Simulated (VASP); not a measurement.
# Ga2O3 (R-3c) in VASP: single point with PBE

Aim: the single point of Ga2O3 with PBE.

Program: VASP 6.6.1. These are calculated values, not measurements. Logs are shortened: lines on timing, memory, paths and dates and some standing lists are left out, and cuts for length are marked.

### 1 The cell of the first run

Symmetry: R-3c, No. 167, trigonal system. Conventional cell: a = 5.057 Å, b = 5.057 Å, c = 13.624 Å, α = 90.00°, β = 90.00°, γ = 120.00°. Within 2.6 Å of Ga (site symmetry 3) lie 6 O at 1.95 to 2.10 Å. O (site symmetry 2) has 4 Ga at 1.95 to 2.10 Å and 8 O at 2.66 to 2.88 Å within 2.9 Å.

### 2 Single point, PBE

INCAR reads:

```
  PREC = Accurate
  ENCUT = 520
  EDIFF = 1E-6
  ISMEAR = 0
  SIGMA = 0.02
  LREAL = F
  LASPH = T
  NELM = 80
  ALGO = Normal
  ISIF = 2
  LWAVE = F
  LCHARG = F
  GGA = PE
  NBANDS = 55
```

KPOINTS reads:

```
regular mesh
0
Gamma
  9 9 9
```

POSCAR reads:

```
Ga2O3
1.0
    2.5286541737      1.4599191661      4.5414878500
   -2.5286541737      1.4599191661      4.5414878500
    0.0000000000     -2.9198383374      4.5414878484
Ga O
4 6
Direct
    0.3558393524      0.3558393524      0.3558393524
    0.1441606476      0.1441606476      0.1441606476
    0.6441606476      0.6441606476      0.6441606476
    0.8558393524      0.8558393524      0.8558393524
    0.5531267013      0.2500000000      0.9468732987
    0.2500000000      0.9468732987      0.5531267013
    0.9468732987      0.5531267013      0.2500000000
    0.4468732987      0.7500000000      0.0531267013
    0.0531267013      0.4468732987      0.7500000000
    0.7500000000      0.0531267013      0.4468732987
```

Potentials or basis: VASP PAW PBE potentials, release 64 (Ga_d, O).

The run is started by

```bash
$ cat potpaw_PBE.64/Ga_d/POTCAR potpaw_PBE.64/O/POTCAR > POTCAR
$ mpirun -np 1 vasp_std > vasp.out
```

OUTCAR:

```text
PREC = Accurate
   ENCUT = 520
   EDIFF = 1E-6
   ISMEAR = 0
   LREAL = F
   LASPH = T
   NELM = 80
   ISIF = 2
   GGA = PE

 ion  position               nearest neighbor table
   1  0.356  0.356  0.356-   8 1.95   9 1.95  10 1.95   6 2.10   5 2.10   7 2.10   2 2.88
   2  0.144  0.144  0.144-  10 1.95   9 1.95   8 1.95   5 2.10   6 2.10   7 2.10   1 2.88
   3  0.644  0.644  0.644-   5 1.95   7 1.95   6 1.95  10 2.10   8 2.10   9 2.10   4 2.88
   4  0.856  0.856  0.856-   6 1.95   7 1.95   5 1.95   8 2.10  10 2.10   9 2.10   3 2.88
   5  0.553  0.250  0.947-   3 1.95   4 1.95   2 2.10   1 2.10
   6  0.250  0.947  0.553-   4 1.95   3 1.95   1 2.10   2 2.10
   7  0.947  0.553  0.250-   3 1.95   4 1.95   1 2.10   2 2.10
   8  0.447  0.750  0.053-   1 1.95   2 1.95   4 2.10   3 2.10
   9  0.053  0.447  0.750-   1 1.95   2 1.95   3 2.10   4 2.10
  10  0.750  0.053  0.447-   2 1.95   1 1.95   3 2.10   4 2.10

  LATTYP: Found a trigonal (rhomboedric) cell.
 ALAT       =     5.3991265769
 COS(alpha) =     0.5613058397

  Lattice vectors:

 A1 = (   2.5286541737,   1.4599191661,   4.5414878500)
 A2 = (  -2.5286541737,   1.4599191661,   4.5414878500)
 A3 = (   0.0000000000,  -2.9198383374,   4.5414878484)

Analysis of symmetry for initial positions (statically):
=====================================================================
 Subroutine PRICEL returns:
 Original cell was already a primitive cell.

 Routine SETGRP: Setting up the symmetry group for a
 trigonal (rhombohedral) supercell.

 Subroutine GETGRP returns: Found 12 space group operations
 (whereof  6 operations were pure point group operations)
 out of a pool of 12 trial point group operations.

The static configuration has the point symmetry S_6 .
 The point group associated with its full space group is D_3d.

Analysis of symmetry for dynamics (positions and initial velocities):
=====================================================================
 Subroutine PRICEL returns:
 Original cell was already a primitive cell.

 Routine SETGRP: Setting up the symmetry group for a
 trigonal (rhombohedral) supercell.

 Subroutine GETGRP returns: Found 12 space group operations
 (whereof  6 operations were pure point group operations)
 out of a pool of 12 trial point group operations.

The dynamic configuration has the point symmetry S_6 .
 The point group associated with its full space group is D_3d.

 Subroutine INISYM returns: Found 12 space group operations
 (whereof  6 operations are pure point group operations),
 and found     1 'primitive' translations

----------------------------------------------------------------------------------------

                                     Primitive cell

  volume of cell :     100.5930

  direct lattice vectors                    reciprocal lattice vectors
     2.528654174  1.459919166  4.541487850     0.197733642  0.114161572  0.073397385
    -2.528654174  1.459919166  4.541487850    -0.197733642  0.114161572  0.073397385
     0.000000000 -2.919838337  4.541487848     0.000000000 -0.228323143  0.073397385

  length of vectors
     5.399126577  5.399126577  5.399126577     0.239830427  0.239830427  0.239830427

  position of ions in fractional coordinates (direct lattice)
     0.355839352  0.355839352  0.355839352
     0.144160648  0.144160648  0.144160648
     0.644160648  0.644160648  0.644160648
     0.855839352  0.855839352  0.855839352
     0.553126701  0.250000000  0.946873299
     0.250000000  0.946873299  0.553126701
     0.946873299  0.553126701  0.250000000
     0.446873299  0.750000000  0.053126701
     0.053126701  0.446873299  0.750000000
     0.750000000  0.053126701  0.446873299

  ion indices of the primitive-cell ions
   primitive index   ion index
                 1           1
                 2           2
                 3           3
                 4           4
                 5           5
                 6           6
                 7           7
                 8           8
                 9           9
                10          10

----------------------------------------------------------------------------------------

 KPOINTS: regular mesh

Automatic generation of k-mesh.
 Grid dimensions read from file:
 generate k-points for:    9    9    9

 Generating k-lattice:

  Cartesian coordinates                     Fractional coordinates (reciprocal lattice)
     0.021970405  0.012684619  0.008155265     0.111111111  0.000000000  0.000000000
    -0.021970405  0.012684619  0.008155265     0.000000000  0.111111111  0.000000000
     0.000000000 -0.025369238  0.008155265    -0.000000000 -0.000000000  0.111111111

  Length of vectors
     0.026647825  0.026647825  0.026647825

  Shift w.r.t. Gamma in fractional coordinates (k-lattice)
     0.000000000  0.000000000  0.000000000

 Subroutine IBZKPT returns following result:
 ===========================================

 Found     85 irreducible k-points:

 Following reciprocal coordinates:
            Coordinates               Weight
  0.000000  0.000000  0.000000      1.000000
  0.111111  0.000000  0.000000      6.000000
  0.222222  0.000000 -0.000000      6.000000
  0.333333  0.000000 -0.000000      6.000000
  0.444444  0.000000 -0.000000      6.000000
  0.111111  0.111111  0.000000      6.000000
[... 16 lines left out ...]
 -0.333333  0.333333  0.000000      6.000000
  0.444444  0.444444 -0.000000      6.000000
 [... further k-points ...]
   k-points           NKPTS =     85   k-points in BZ     NKDIM =     85   number of bands    NBANDS=     55
   number of dos      NEDOS =    301   number of ions     NIONS =     10
   total plane-waves  NPLWV =  64000
   dimension x,y,z NGX =    40 NGY =   40 NGZ =   40
   dimension x,y,z NGXF=    80 NGYF=   80 NGZF=   80
   ions per type =               4   6
   NGX,Y,Z   is equivalent  to a cutoff of  12.32, 12.32, 12.32 a.u.
   NGXF,Y,Z  is equivalent  to a cutoff of  24.63, 24.63, 24.63 a.u.
 SYSTEM =  unknown system
   PREC   = accura    normal or accurate (medium, high low for compatibility)
   ISTART =      0    job   : 0-new  1-cont  2-samecut
   ICHARG =      2    charge: 1-file 2-atom 10-const
   ISPIN  =      1    spin polarized calculation?
   LNONCOLLINEAR =      F non collinear calculations
   LSORBIT =      F    spin-orbit coupling
   LASPH  =      T    aspherical Exc in radial PAW
   ENCUT  =  520.0 eV  38.22 Ry    6.18 a.u.  10.04 10.04 10.04*2*pi/ulx,y,z
   NELM   =     80;   NELMIN=  2; NELMDL= -5     # of ELM steps
   EDIFF  = 0.1E-05   stopping-criterion for ELM
   LREAL  =      F    real-space projection
[... 7 lines left out ...]
   TEBEG  =    0.0;   TEEND  =   0.0 temperature during run
   PSTRESS=    0.0 pullay stress
   NELECT =      88.0000    total number of electrons
   NUPDOWN=      -1.0000    fix difference up-down
   EMIN   =  10.00;   EMAX   =-10.00  energy-range for DOS
   EFERMI =   0.00;   METHOD = LEGACY
   ISMEAR =     0;   SIGMA  =   0.02  broadening in eV -4-tet -1-fermi 0-gaus
   EFERMI_NEDOS =   21; number of points for ismear=-14 and -15
   IALGO  =     38    algorithm
   IMIX   =      4    mixing-type and parameters
     AMIX     =   0.40;   BMIX     =  1.00
     AMIX_MAG =   1.60;   BMIX_MAG =  1.00
  volume/ion in A,a.u.               =      10.06        67.88
  Fermi-wavevector in a.u.,A,eV,Ry     =   1.565717  2.958775 33.354256  2.451469
  Thomas-Fermi vector in A             =   2.668151
   LORBIT       =      0    0 simple, 1 ext, 2 COOP (PROOUT), +10 PAW based schemes
   GGA     = PE    functional components
   LHFCALC =     F    Hartree Fock is set to
   AEXX    =    0.0000 exact exchange contribution
   IVDW    =     0    specifies the selected vdW correction
   LEPSILON=     F    determine dielectric tensor
   LRPA    =     F    only Hartree local field effects (RPA)
 non-spin polarized calculation
 Gauss-broadening in eV      SIGMA  =   0.02
  energy-cutoff  :      520.00
  volume of cell :      100.59
 maximum number of plane-waves:      2731
   NGX = 21   NGY = 21   NGZ = 21

 number of electron      88.0000003 magnetization

 Free energy of the ion-electron system (eV)
  ---------------------------------------------------
  ext. energy  EPLUGINS =         0.00000000
  ---------------------------------------------------
  free energy    TOTEN  =       -59.39333907 eV

  energy without entropy =      -59.39333907  energy(sigma->0) =      -59.39333907

 E-fermi :   4.2740     XC(G=0): -11.9625

 val. band max:        4.0922680025   @ k =  -0.2222   0.1111   0.0000
 cond. band min:       6.4991856014   @ k =   0.0000   0.0000   0.0000
 fundamental gap:      2.4069175988
 Fermi energy:         4.2740271887

 k-point     1 :       0.0000    0.0000    0.0000
  band No.  band energies     occupation
      1     -14.5778      2.00000
      2     -12.7183      2.00000
      3     -12.7183      2.00000
      4     -12.6951      2.00000
      5     -12.6758      2.00000
      6     -12.6758      2.00000
[... 47 lines left out ...]
     54      14.9980      0.00000
     55      16.0710      0.00000

 k-point     2 :       0.1111    0.0000    0.0000
  band No.  band energies     occupation
      1     -14.5249      2.00000
      2     -12.7697      2.00000
      3     -12.7219      2.00000
      4     -12.7214      2.00000
      5     -12.6807      2.00000
      6     -12.6645      2.00000
[... 47 lines left out ...]
     54      15.4428      0.00000
     55      15.9906      0.00000

 k-point     3 :       0.2222    0.0000   -0.0000
  band No.  band energies     occupation
      1     -14.3708      2.00000
      2     -12.9358      2.00000
      3     -12.7408      2.00000
      4     -12.7327      2.00000
      5     -12.6890      2.00000
      6     -12.6688      2.00000
[... 1152 lines left out ...]
 k-point    23 :      -0.3333    0.3333    0.0000
  band No.  band energies     occupation
      1     -13.5461      2.00000
      2     -13.4987      2.00000
      3     -12.9923      2.00000
      4     -12.8463      2.00000
      5     -12.7427      2.00000
      6     -12.6491      2.00000
[... 47 lines left out ...]
     54      15.9332      0.00000
     55      16.0859      0.00000

 k-point    24 :       0.4444    0.4444   -0.0000
  band No.  band energies     occupation
      1     -13.7789      2.00000
      2     -13.0684      2.00000
      3     -13.0565      2.00000
      4     -12.9087      2.00000
      5     -12.7636      2.00000
      6     -12.6902      2.00000
[... 47 lines left out ...]
     54      15.6584      0.00000
     55      15.9522      0.00000

 [... further k-points ...]
[... 5 lines left out ...]
  --------------------------------------------------------------------------------------
  -------------------------------------------------------------------------------------
  Total        0.6591634      0.6591634      0.5482640     -0.0000000      0.0000000      0.0000000
  in kB       10.4987123     10.4987123      8.7323809     -0.0000000      0.0000000      0.0000000
  external PRESSURE =       9.9099352 kB  Pullay stress =       0.0000000 kB

 VOLUME and BASIS-vectors are now :
 -----------------------------------------------------------------------------
  energy-cutoff  :      520.00
  volume of cell :      100.59
      direct lattice vectors                 reciprocal lattice vectors
     2.528654174  1.459919166  4.541487850     0.197733642  0.114161572  0.073397385
    -2.528654174  1.459919166  4.541487850    -0.197733642  0.114161572  0.073397385
     0.000000000 -2.919838337  4.541487848     0.000000000 -0.228323143  0.073397385

 POSITION                                       TOTAL-FORCE (eV/Angst)
 -----------------------------------------------------------------------------------
      0.00000     -0.00000      4.84812        -0.000000     -0.000000      0.010681
      0.00000     -0.00000      1.96411        -0.000000      0.000000     -0.010681
      0.00000     -0.00000      8.77634        -0.000000      0.000000     -0.010681
      0.00000     -0.00000     11.66035        -0.000000     -0.000000      0.010681
      0.76650     -1.59222      7.94760        -0.000353     -0.000612     -0.000000
     -1.76215      0.13230      7.94760        -0.000353      0.000612      0.000000
      0.99565      1.45992      7.94760         0.000707     -0.000000     -0.000000
     -0.76650      1.59222      5.67686         0.000353      0.000612      0.000000
     -0.99565     -1.45992      5.67686        -0.000707      0.000000     -0.000000
      1.76215     -0.13230      5.67686         0.000353     -0.000612     -0.000000
 -----------------------------------------------------------------------------------
    total drift:                               -0.000000      0.000000      0.000000

  FREE ENERGIE OF THE ION-ELECTRON SYSTEM (eV)
  ---------------------------------------------------
  free  energy   TOTEN  =       -59.3933390698 eV

  energy  without entropy=      -59.3933390698  energy(sigma->0) =      -59.39333907
```

Run time: 10 min. Hardware: 1 thread of Intel Xeon 8259CL, shared host; peak memory 0.47 GiB.

What came out:

```yaml
Free_energy: -59.3933 eV
Pressure: 1.0 GPa
Largest_force: 0.011 eV/Å
Band_gap_on_the_k_mesh: 2.41 eV (least direct gap 2.63 eV)
```

Forces in eV/Å, atoms in the order of the input:
```
Ga   0.000  0.000  0.011
Ga   0.000  0.000 -0.011
Ga   0.000  0.000 -0.011
Ga   0.000  0.000  0.011
O    0.000 -0.001  0.000
O    0.000  0.001  0.000
O    0.001  0.000  0.000
O    0.000  0.001  0.000
O   -0.001  0.000  0.000
O    0.000 -0.001  0.000
```

Stress tensor (GPa, compression positive):
```
1.05 0.00 0.00
0.00 1.05 0.00
0.00 0.00 0.87
```

Levels at points of the mesh, in eV from the valence-band top:
```tsv
k point	band 40	band 41	band 42	band 43	band 44	band 45	band 46	band 47	band 48	band 49
(0.00, 0.00, 0.00)	-0.30	-0.30	-0.30	-0.22	-0.22	2.41	6.32	6.57	8.52	9.86
```

A k mesh can miss the band edges.
